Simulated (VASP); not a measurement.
# YZn (Pm-3m) in VASP: vibrations by perturbation theory with LDA

Aim: the vibrations by perturbation theory of YZn with LDA.

All numbers are computed with VASP 6.6.1; they aren't measurements. Logs are shortened: lines on timing, memory, paths and dates and some standing lists are left out, and cuts for length are marked.

## (1) The cell of the first run

Symmetry: Pm-3m, No. 221, cubic system. Conventional cell: a = 3.475 Å, b = 3.475 Å, c = 3.475 Å, α = 90.00°, β = 90.00°, γ = 90.00°. Y (site symmetry m-3m) has 8 Zn at 3.01 Å and 6 Y at 3.48 Å within 4.0 Å. Zn (site symmetry m-3m) has 8 Y at 3.01 Å and 6 Zn at 3.48 Å within 4.0 Å.

## (2) Vibrations by perturbation theory, LDA

File INCAR:

```
PREC = Accurate
ENCUT = 520
EDIFF = 1E-8
ISMEAR = -1
SIGMA = 0.15
LREAL = F
LASPH = T
NELM = 100
ALGO = Normal
ISIF = 2
LWAVE = F
LCHARG = F
NBANDS = 18
IBRION = 8
NSW = 1
```

File KPOINTS:

```
Automatic mesh
0
Gamma
  12 12 12
```

File POSCAR:

```
YZn
1.0
    3.4753868731      0.0000000000      0.0000000000
    0.0000000000      3.4753868731      0.0000000000
    0.0000000000      0.0000000000      3.4753868731
Y Zn
1 1
Direct
    0.0000000000      0.0000000000      0.0000000000
    0.5000000000      0.5000000000      0.5000000000
```

Potentials or basis: VASP PAW LDA potentials, release 64 (Y_sv, Zn).

Command:

```console
$ cat potpaw_LDA.64/Y_sv/POTCAR potpaw_LDA.64/Zn/POTCAR > POTCAR
$ mpirun -np 1 vasp_std > vasp.out
```

OUTCAR:

```text
PREC = Accurate
   ENCUT = 520
   EDIFF = 1E-8
   ISMEAR = -1
   LREAL = F
   LASPH = T
   NELM = 100
   ISIF = 2
   IBRION = 8
   NSW = 1

 ion  position               nearest neighbor table
   1  0.000  0.000  0.000-   2 3.01   2 3.01   2 3.01   2 3.01   2 3.01   2 3.01   2 3.01   2 3.01

   2  0.500  0.500  0.500-   1 3.01   1 3.01   1 3.01   1 3.01   1 3.01   1 3.01   1 3.01   1 3.01

  LATTYP: Found a simple cubic cell.
 ALAT       =     3.4753868731

  Lattice vectors:

 A1 = (   3.4753868731,   0.0000000000,   0.0000000000)
 A2 = (   0.0000000000,   3.4753868731,   0.0000000000)
 A3 = (   0.0000000000,   0.0000000000,   3.4753868731)

Analysis of symmetry for initial positions (statically):
=====================================================================
 Subroutine PRICEL returns:
 Original cell was already a primitive cell.

 Routine SETGRP: Setting up the symmetry group for a
 simple cubic supercell.

 Subroutine GETGRP returns: Found 48 space group operations
 (whereof 48 operations were pure point group operations)
 out of a pool of 48 trial point group operations.

The static configuration has the point symmetry O_h .

Analysis of symmetry for dynamics (positions and initial velocities):
=====================================================================
 Subroutine PRICEL returns:
 Original cell was already a primitive cell.

 Routine SETGRP: Setting up the symmetry group for a
 simple cubic supercell.

 Subroutine GETGRP returns: Found 48 space group operations
 (whereof 48 operations were pure point group operations)
 out of a pool of 48 trial point group operations.

The dynamic configuration has the point symmetry O_h .

 Subroutine INISYM returns: Found 48 space group operations
 (whereof 48 operations are pure point group operations),
 and found     1 'primitive' translations

----------------------------------------------------------------------------------------

                                     Primitive cell

  volume of cell :      41.9768

  direct lattice vectors                    reciprocal lattice vectors
     3.475386873  0.000000000  0.000000000     0.287737750  0.000000000  0.000000000
     0.000000000  3.475386873  0.000000000     0.000000000  0.287737750  0.000000000
     0.000000000  0.000000000  3.475386873     0.000000000  0.000000000  0.287737750

  length of vectors
     3.475386873  3.475386873  3.475386873     0.287737750  0.287737750  0.287737750

  position of ions in fractional coordinates (direct lattice)
     0.000000000  0.000000000  0.000000000
     0.500000000  0.500000000  0.500000000

  ion indices of the primitive-cell ions
   primitive index   ion index
                 1           1
                 2           2

----------------------------------------------------------------------------------------

 KPOINTS: Automatic mesh

Automatic generation of k-mesh.
 Grid dimensions read from file:
 generate k-points for:   12   12   12

 Generating k-lattice:

  Cartesian coordinates                     Fractional coordinates (reciprocal lattice)
     0.023978146  0.000000000  0.000000000     0.083333333  0.000000000  0.000000000
     0.000000000  0.023978146  0.000000000     0.000000000  0.083333333  0.000000000
     0.000000000  0.000000000  0.023978146     0.000000000  0.000000000  0.083333333

  Length of vectors
     0.023978146  0.023978146  0.023978146

  Shift w.r.t. Gamma in fractional coordinates (k-lattice)
     0.000000000  0.000000000  0.000000000

[... 66 lines left out ...]
   EFERMI_NEDOS =   21; number of points for ismear=-14 and -15
   IALGO  =     38    algorithm
   IMIX   =      4    mixing-type and parameters
     AMIX     =   0.40;   BMIX     =  1.00
     AMIX_MAG =   1.60;   BMIX_MAG =  1.00
  volume/ion in A,a.u.               =      20.99       141.64
  Fermi-wavevector in a.u.,A,eV,Ry     =   1.339618  2.531511 24.416692  1.794576
  Thomas-Fermi vector in A             =   2.467996
   LORBIT       =      0    0 simple, 1 ext, 2 COOP (PROOUT), +10 PAW based schemes
   GGA     = CA    functional components
   LHFCALC =     F    Hartree Fock is set to
   AEXX    =    0.0000 exact exchange contribution
   IVDW    =     0    specifies the selected vdW correction
   LEPSILON=     F    determine dielectric tensor
   LRPA    =     F    only Hartree local field effects (RPA)
 non-spin polarized calculation
  energy-cutoff  :      520.00
  volume of cell :       41.98
 maximum number of plane-waves:      1146
 NGX is ok and might be reduce to    28
   NGX = 13   NGY = 13   NGZ = 13

--------------------------------------- Ionic step        1  -------------------------------------------

 number of electron      23.0000012 magnetization

 Free energy of the ion-electron system (eV)
  ---------------------------------------------------
  ext. energy  EPLUGINS =         0.00000000
  ---------------------------------------------------
  free energy    TOTEN  =        -9.63608989 eV

  energy without entropy =       -9.50198807  energy(sigma->0) =       -9.56903898

 E-fermi :   3.4433     XC(G=0): -10.9954

 val. band max:        3.4420012369   @ k =   0.3333   0.3333   0.0000
 cond. band min:       3.4461039563   @ k =   0.1667   0.0000   0.0000
 fundamental gap:      0.0041027194
 Fermi energy:         3.4433159404

 k-point     1 :       0.0000    0.0000    0.0000
  band No.  band energies     occupation
      1     -38.7846      2.00000
      2     -18.7454      2.00000
      3     -18.7454      2.00000
      4     -18.7454      2.00000
      5      -3.8989      2.00000
      6      -3.8989      2.00000
[... 481 lines left out ...]
      5      -3.8562      2.00000
      6      -3.8143      2.00000
[... 10 lines left out ...]
     17      10.4238      0.00000
     18      11.7481      0.00000

 [... further k-points ...]
[... 5 lines left out ...]
  --------------------------------------------------------------------------------------
  -------------------------------------------------------------------------------------
  Total        0.0249335      0.0249335      0.0249335     -0.0000000      0.0000000     -0.0000000
  in kB        0.9516667      0.9516667      0.9516667     -0.0000000      0.0000000     -0.0000000
  external PRESSURE =       0.9516667 kB  Pullay stress =       0.0000000 kB

 VOLUME and BASIS-vectors are now :
 -----------------------------------------------------------------------------
  energy-cutoff  :      520.00
  volume of cell :       41.98
      direct lattice vectors                 reciprocal lattice vectors
     3.475386873  0.000000000  0.000000000     0.287737750  0.000000000  0.000000000
     0.000000000  3.475386873  0.000000000     0.000000000  0.287737750  0.000000000
     0.000000000  0.000000000  3.475386873     0.000000000  0.000000000  0.287737750

 POSITION                                       TOTAL-FORCE (eV/Angst)
 -----------------------------------------------------------------------------------
      0.00000      0.00000      0.00000         0.000000      0.000000      0.000000
      1.73769      1.73769      1.73769         0.000000      0.000000      0.000000
 -----------------------------------------------------------------------------------
    total drift:                                0.000000      0.000000      0.000000

  FREE ENERGIE OF THE ION-ELECTRON SYSTEM (eV)
  ---------------------------------------------------
  free  energy   TOTEN  =        -9.6360898867 eV

  energy  without entropy=       -9.5019880742  energy(sigma->0) =       -9.56903898

[... ionic steps 2 to 3 ...]

--------------------------------------- Ionic step        4  -------------------------------------------

------------------------ aborting loop because EDIFF is reached ----------------------------------------

[... ionic steps 5 to 6 ...]

--------------------------------------- Ionic step        7  -------------------------------------------

 Free energy of the ion-electron system (eV)
  ---------------------------------------------------
  ---------------------------------------------------
  free energy    TOTEN  =        -0.21043311 eV

  energy without entropy =       -0.21043311

------------------------ aborting loop because EDIFF is reached ----------------------------------------

 INTERNAL STRAIN TENSOR  FOR ION    2  DIRECTION 1   (eV/Angst):
 -----------------------------------------------------------------------------
     0.00155  0.00000 -0.00000
     0.00000  0.00497  0.00000
    -0.00000  0.00000  0.00497

 INTERNAL STRAIN TENSOR FOR ION    2 for displacements in x,y,z  (eV/Angst):
          X           Y           Z          XY          YZ          ZX
  --------------------------------------------------------------------------------
  x     0.00000     0.00000     0.00000     0.00000     0.00000     0.00000
  y     0.00000     0.00000     0.00000     0.00000     0.00000     0.00000
  z     0.00000     0.00000     0.00000     0.00000     0.00000     0.00000

 SECOND DERIVATIVES (NOT SYMMETRIZED)
 ------------------------------------
               1X          1Y          1Z          2X          2Y          2Z
  1X    -3.225152    0.000000    0.000000    3.225152   -0.000000   -0.000000
  1Y     0.000000   -3.225152    0.000000   -0.000000    3.225152   -0.000000
  1Z    -0.000000   -0.000000   -3.225152    0.000000    0.000000    3.225152
  2X     3.241356    0.000000   -0.000000   -3.241356   -0.000000    0.000000
  2Y     0.000000    3.241356   -0.000000   -0.000000   -3.241356    0.000000
  2Z     0.000000   -0.000000    3.241356   -0.000000    0.000000   -3.241356

 Eigenvectors and eigenvalues of the dynamical matrix
 ----------------------------------------------------

   1 f  =    4.580470 THz    28.779941 2PiTHz  152.788030 cm-1    18.943293 meV
             X         Y         Z           dx          dy          dz
      0.000000  0.000000  0.000000     0.642205   -0.095774   -0.031183
      1.737693  1.737693  1.737693    -0.750709    0.111955    0.036452
[... 21 lines left out ...]
   6 f/i=    0.005670 THz     0.035625 2PiTHz    0.189127 cm-1     0.023449 meV
             X         Y         Z           dx          dy          dz
      0.000000  0.000000  0.000000    -0.300037    0.685782    0.130795
      1.737693  1.737693  1.737693    -0.256671    0.586663    0.111890

--------------------------------------------------------------------------------------------------------

 ELASTIC MODULI CONTR FROM IONIC RELAXATION (kBar)
 Direction    XX          YY          ZZ          XY          YZ          ZX
 --------------------------------------------------------------------------------
 XX           0.0000      0.0000      0.0000      0.0000      0.0000      0.0000
 YY           0.0000      0.0000      0.0000      0.0000      0.0000      0.0000
 ZZ           0.0000      0.0000      0.0000      0.0000      0.0000      0.0000
 XY           0.0000      0.0000      0.0000      0.0000      0.0000      0.0000
 YZ           0.0000      0.0000      0.0000      0.0000      0.0000      0.0000
 ZX           0.0000      0.0000      0.0000      0.0000      0.0000      0.0000
 --------------------------------------------------------------------------------
```

It took 11 min on 1 thread of Intel Xeon Platinum 8259CL at 2.50GHz (Skylake/Cascade Lake), shared host; peak memory 0.45 GiB.

Results:

* Highest phonon frequency at Γ, LO-TO splitting left out: 153 cm⁻¹

Phonon frequencies in cm⁻¹ (negative: imaginary):
```
              q point        frequencies
(0.000, 0.000, 0.000)  0 0 0 153 153 153
```
